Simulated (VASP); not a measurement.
Be2C:

```
CELL_PARAMETERS angstrom
0.00000 2.19349 2.19349
2.19349 0.00000 2.19349
2.19349 2.19349 0.00000
ATOMIC_POSITIONS crystal
C 0.00000 0.00000 0.00000
Be 0.75000 0.75000 0.75000
Be 0.25000 0.25000 0.25000
```

This cell differs from its parent crystal: volume scaled by 1.04.

Base run:

* Program: VASP 6.6.1
* Functional: LDA
* Potentials or basis: VASP PAW LDA potentials, release 64 (C, Be)
* Cutoff: 600 eV
* k mesh: 11 × 11 × 11
* Occupations: fermi-dirac, width 0.05 eV
* Spin: no spin polarisation

Its results: band gap on the k mesh 1.25 eV, indirect (least direct gap 3.95 eV); pressure -15.1 GPa.

Q: The run is repeated on the same cell with these changes: functional from LDA to PBEsol; potentials or basis from VASP PAW LDA potentials, release 64 (C, Be) to VASP PAW PBE potentials, release 64 (C, Be). What comes out?

A: Band gap on the k mesh 1.14 eV, indirect (least direct gap 4.01 eV); pressure -9.4 GPa.

Caveats: the PAW data sets were made with another functional, which shifts forces and pressure a little (some runs).

A k mesh can miss the band edges.
